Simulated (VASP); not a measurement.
# AlSb3Rh2 in VASP: single point with PBEsol

Aim: the single point of AlSb3Rh2 with PBEsol.

Program: VASP 6.6.1. These are calculated values, not measurements. Logs are shortened: lines on timing, memory, paths and dates and some standing lists are left out, and cuts for length are marked.

### 1 The cell of the first run

The typed cell holds 6 atoms: a = 6.852 Å, b = 6.440 Å, c = 3.553 Å, α = 56.53°, β = 105.02°, γ = 118.03°.

### 2 Single point, PBEsol

The input, INCAR:

```
ALGO = Normal
EDIFF = 1E-6
ENCUT = 500
GGA = PS
GGA_COMPAT = False
ISIF = 2
ISMEAR = -1
LASPH = True
LCHARG = False
LREAL = False
LWAVE = False
NBANDS = 33
NELM = 120
PREC = Accurate
SIGMA = 0.05
```

The input, KPOINTS:

```
k-points
0
Gamma
  6 6 4
```

The input, POSCAR:

```
AlSb3Rh2
1.0
    6.7855213142      0.3324159793     -0.8909997278
   -3.0824567664      5.3602279458      1.8001200086
   -0.5287794515      0.9103124395      3.3930581023
Al Sb Rh
1 3 2
Direct
    0.0005099350      0.2535330444     -0.1687187041
    0.5764106810     -0.2093399567      0.5824568448
    0.0005749358      0.7586200320      0.3253343227
    0.4246794084      0.2148143994      0.5824356924
    0.2344992854      0.6055931391      0.0957290631
    0.7665788316      0.3717020823      0.0956602034
```

Potentials or basis: VASP PAW PBE potentials, release 64 (Al, Sb, Rh_pv).

On the command line:

```sh
$ cat potpaw_PBE.64/Al/POTCAR potpaw_PBE.64/Sb/POTCAR potpaw_PBE.64/Rh_pv/POTCAR > POTCAR
$ mpirun -np 1 vasp_std > vasp.out
```

OUTCAR:

```text
EDIFF = 1E-6
   ENCUT = 500
   GGA = PS
   ISIF = 2
   ISMEAR = -1
   LASPH = True
   LREAL = False
   NELM = 120
   PREC = Accurate

 ion  position               nearest neighbor table
   1  0.001  0.254  0.831-   5 2.60   6 2.60   5 2.60   6 2.60   3 2.66   3 2.71   2 3.40   4 3.40
                             2 3.40   4 3.40
   2  0.576  0.791  0.582-   5 2.73   5 2.73   6 2.85   6 2.99   4 3.35   4 3.35   4 3.35   4 3.35
                             3 3.38   3 3.39   1 3.40   1 3.40   3 3.74
   3  0.001  0.759  0.325-   1 2.66   6 2.69   5 2.69   6 2.70   5 2.70   1 2.71   4 3.38   2 3.38
                             4 3.39   2 3.39   2 3.74   4 3.74
   4  0.425  0.215  0.582-   6 2.73   6 2.73   5 2.85   5 2.99   2 3.35   2 3.35   2 3.35   2 3.35
                             3 3.38   3 3.39   1 3.40   1 3.40   3 3.74
   5  0.234  0.606  0.096-   1 2.60   1 2.60   3 2.69   3 2.70   2 2.73   2 2.73   6 2.83   4 2.85
                             4 2.99
   6  0.767  0.372  0.096-   1 2.60   1 2.60   3 2.69   3 2.70   4 2.73   4 2.73   5 2.83   2 2.85
                             2 2.99

  LATTYP: Found a triclinic cell.
 ALAT       =     8.4962410219
 B/A-ratio  =     1.4236830374
 C/A-ratio  =     1.0483139449
 COS(alpha) =     0.0000211298
 COS(beta)  =     0.6909304187
 COS(gamma) =     0.7118524851

  Lattice vectors:

 A1 = (   7.3143007657,  -0.5778964602,  -4.2840578301)
 A2 = (  10.4885858620,   6.0250599044,   0.0181205530)
 A3 = (   3.6112362179,  -6.2705403853,  -5.1931781109)

Analysis of symmetry for initial positions (statically):
=====================================================================
 Subroutine PRICEL returns:
 Original cell was already a primitive cell.

 Routine SETGRP: Setting up the symmetry group for a
 triclinic supercell.

 Subroutine GETGRP returns: Found  1 space group operations
 (whereof  1 operations were pure point group operations)
 out of a pool of  2 trial point group operations.

The static configuration has the point symmetry C_1 .

Analysis of symmetry for dynamics (positions and initial velocities):
=====================================================================
 Subroutine PRICEL returns:
 Original cell was already a primitive cell.

 Routine SETGRP: Setting up the symmetry group for a
 triclinic supercell.

 Subroutine GETGRP returns: Found  1 space group operations
 (whereof  1 operations were pure point group operations)
 out of a pool of  2 trial point group operations.

The dynamic configuration has the point symmetry C_1 .

 Subroutine INISYM returns: Found  1 space group operations
 (whereof  1 operations are pure point group operations),
 and found     1 'primitive' translations

[... 104 lines left out ...]
   EDIFFG = 0.1E-04   stopping-criterion for IOM
   NSW    =      0    number of steps for IOM
[... 5 lines left out ...]
   TEBEG  =    0.0;   TEEND  =   0.0 temperature during run
   PSTRESS=    0.0 pullay stress
   NELECT =      48.0000    total number of electrons
   NUPDOWN=      -1.0000    fix difference up-down
   EMIN   =  10.00;   EMAX   =-10.00  energy-range for DOS
   EFERMI =   0.00;   METHOD = LEGACY
   ISMEAR =    -1;   SIGMA  =   0.05  broadening in eV -4-tet -1-fermi 0-gaus
   EFERMI_NEDOS =   21; number of points for ismear=-14 and -15
   IALGO  =     38    algorithm
   IMIX   =      4    mixing-type and parameters
     AMIX     =   0.40;   BMIX     =  1.00
     AMIX_MAG =   1.60;   BMIX_MAG =  1.00
  volume/ion in A,a.u.               =      19.24       129.82
  Fermi-wavevector in a.u.,A,eV,Ry     =   1.221945  2.309141 20.315533  1.493150
  Thomas-Fermi vector in A             =   2.357109
   LORBIT       =      0    0 simple, 1 ext, 2 COOP (PROOUT), +10 PAW based schemes
   GGA     = PS    functional components
   LHFCALC =     F    Hartree Fock is set to
   AEXX    =    0.0000 exact exchange contribution
   IVDW    =     0    specifies the selected vdW correction
   LEPSILON=     F    determine dielectric tensor
   LRPA    =     F    only Hartree local field effects (RPA)
 non-spin polarized calculation
  energy-cutoff  :      500.00
  volume of cell :      115.43
 maximum number of plane-waves:      2973
 NGX is ok and might be reduce to    50
   NGX = 25   NGY = 23   NGZ = 13

 number of electron      47.9999997 magnetization

 Free energy of the ion-electron system (eV)
  ---------------------------------------------------
  ext. energy  EPLUGINS =         0.00000000
  ---------------------------------------------------
  free energy    TOTEN  =       -36.34406833 eV

  energy without entropy =      -36.32462467  energy(sigma->0) =      -36.33434650

 E-fermi :  10.1571     XC(G=0): -11.5201

 val. band max:       10.1479814706   @ k =   0.5000   0.0000   0.2500
 cond. band min:      10.2041753159   @ k =   0.5000   0.0000   0.0000
 fundamental gap:      0.0561938453
 Fermi energy:        10.1570536814

 k-point     1 :       0.0000    0.0000    0.0000
  band No.  band energies     occupation
      1     -36.4034      2.00000
      2     -36.2909      2.00000
      3     -36.2753      2.00000
      4     -36.2625      2.00000
      5     -36.1913      2.00000
      6     -36.1663      2.00000
[... 853 lines left out ...]
     32      15.3059      0.00000
     33      15.9828      0.00000

 [... further k-points ...]

------------------------ aborting loop because EDIFF is reached ----------------------------------------

  FORCE on cell =-STRESS in cart. coord.  units (eV):
  Direction    XX          YY          ZZ          XY          YZ          ZX
  --------------------------------------------------------------------------------------
  -------------------------------------------------------------------------------------
  Total       -0.0072558      0.0719764     -0.0071288     -0.0662193     -0.0214850      0.0120482
  in kB       -0.1007127      0.9990565     -0.0989497     -0.9191459     -0.2982188      0.1672323
  external PRESSURE =       0.2664647 kB  Pullay stress =       0.0000000 kB

 VOLUME and BASIS-vectors are now :
 -----------------------------------------------------------------------------
  energy-cutoff  :      500.00
  volume of cell :      115.43
      direct lattice vectors                 reciprocal lattice vectors
     6.785521314  0.332415979 -0.890999728     0.143369971  0.082363876  0.000245865
    -3.082456766  5.360227946  1.800120009    -0.016798322  0.195381946 -0.055036259
    -0.528779452  0.910312439  3.393058102     0.046560240 -0.082027702  0.323982350

 POSITION                                       TOTAL-FORCE (eV/Angst)
 -----------------------------------------------------------------------------------
     -1.21761      2.11589      3.27652         0.007272     -0.012787      0.000595
      1.16608      4.95994      2.88601        -0.003028     -0.002722     -0.005122
     -2.50654      4.36272      2.46897        -0.002268      0.003564      0.004322
      1.91154      1.82282      1.98454         0.004060      0.001187     -0.005001
     -0.32613      3.41121      1.20602         0.003716      0.009354      0.002576
      4.00530      2.33431      0.31067        -0.009753      0.001403      0.002630
 -----------------------------------------------------------------------------------
    total drift:                                0.000197      0.000107      0.000023

  FREE ENERGIE OF THE ION-ELECTRON SYSTEM (eV)
  ---------------------------------------------------
  free  energy   TOTEN  =       -36.3440683318 eV

  energy  without entropy=      -36.3246246728  energy(sigma->0) =      -36.33434650
```

OSZICAR:

```text
N       E                     dE             d eps       ncg     rms          rms(c)
DAV:   1     0.374965836447E+03    0.37497E+03   -0.23694E+04  5696   0.130E+03
DAV:   2    -0.201917503178E+02   -0.39516E+03   -0.37431E+03  5725   0.338E+02
DAV:   3    -0.369357139398E+02   -0.16744E+02   -0.16241E+02  5987   0.705E+01
DAV:   4    -0.372309749713E+02   -0.29526E+00   -0.29401E+00  5623   0.102E+01
DAV:   5    -0.372367898309E+02   -0.58149E-02   -0.58125E-02  5991   0.161E+00    0.126E+01
DAV:   6    -0.365359286452E+02    0.70086E+00   -0.18020E+00  5607   0.952E+00    0.532E+00
DAV:   7    -0.364476449546E+02    0.88284E-01   -0.65969E-01  5569   0.595E+00    0.386E+00
DAV:   8    -0.363471687011E+02    0.10048E+00   -0.34076E-01  5314   0.489E+00    0.635E-01
DAV:   9    -0.363447048761E+02    0.24638E-02   -0.14922E-02  5600   0.658E-01    0.266E-01
DAV:  10    -0.363441015885E+02    0.60329E-03   -0.18830E-03  5520   0.284E-01    0.890E-02
DAV:  11    -0.363440722635E+02    0.29325E-04   -0.22552E-04  5755   0.131E-01    0.342E-02
DAV:  12    -0.363440731250E+02   -0.86155E-06   -0.50221E-05  5635   0.112E-01    0.240E-02
DAV:  13    -0.363440691487E+02    0.39764E-05   -0.13554E-05  5634   0.588E-02    0.582E-03
DAV:  14    -0.363440683318E+02    0.81690E-06   -0.24750E-06  3556   0.107E-02
   1 F= -.36344068E+02 E0= -.36334347E+02  d E =-.194437E-01
```

Wall time 9.7 min (1 thread of Intel Xeon 8259CL, shared host); peak memory 0.41 GiB.

What came out:

| Quantity | Value |
| --- | --- |
| Free energy | -36.3441 eV |
| Pressure | 0.0 GPa |
| Largest force | 0.015 eV/Å |
| Band gap on the k mesh | zero (bands 24 and 25 overlap by 1.82 eV) |

Forces on the atoms (eV/Å):
```
Al   0.007 -0.013  0.001
Sb  -0.003 -0.003 -0.005
Sb  -0.002  0.004  0.004
Sb   0.004  0.001 -0.005
Rh   0.004  0.009  0.003
Rh  -0.010  0.001  0.003
```

Levels at points of the mesh, in eV from the Fermi level:
```
           k point  band 21  band 22  band 23  band 24  band 25  band 26  band 27  band 28
(0.00, 0.00, 0.00)    -1.88    -1.67    -1.01     1.16     1.45     1.50     2.79     3.48
(0.50, 0.00, 0.00)    -2.04    -1.23    -1.17    -0.75     0.05     1.22     1.57     3.56
(0.00, 0.50, 0.00)    -2.02    -1.16     0.76     0.92     1.13     2.10     2.15     3.35
(0.50, 0.50, 0.00)    -2.02    -1.16     0.76     0.92     1.13     2.10     2.15     3.35
(0.00, 0.00, 0.50)    -2.23    -1.93    -1.52    -1.20     0.17     0.40     2.64     2.68
(0.50, 0.00, 0.50)    -2.23    -1.92    -1.52    -1.20     0.17     0.40     2.64     2.68
(0.00, 0.50, 0.50)    -1.56    -1.31    -1.27    -1.08    -0.38    -0.24     0.74     1.62
(0.50, 0.50, 0.50)    -1.56    -1.31    -1.27    -1.08    -0.38    -0.24     0.74     1.62
```

Caveat: the k points lie up to 0.45 Å⁻¹ apart, too coarse for converged energies and pressures of a metal; the PAW data sets were made with another functional, which shifts forces and pressure a little; spin-orbit coupling is left out, which moves the levels of the heavy elements.

The gap in the log of VASP goes by the Fermi energy; the results here count the filled bands.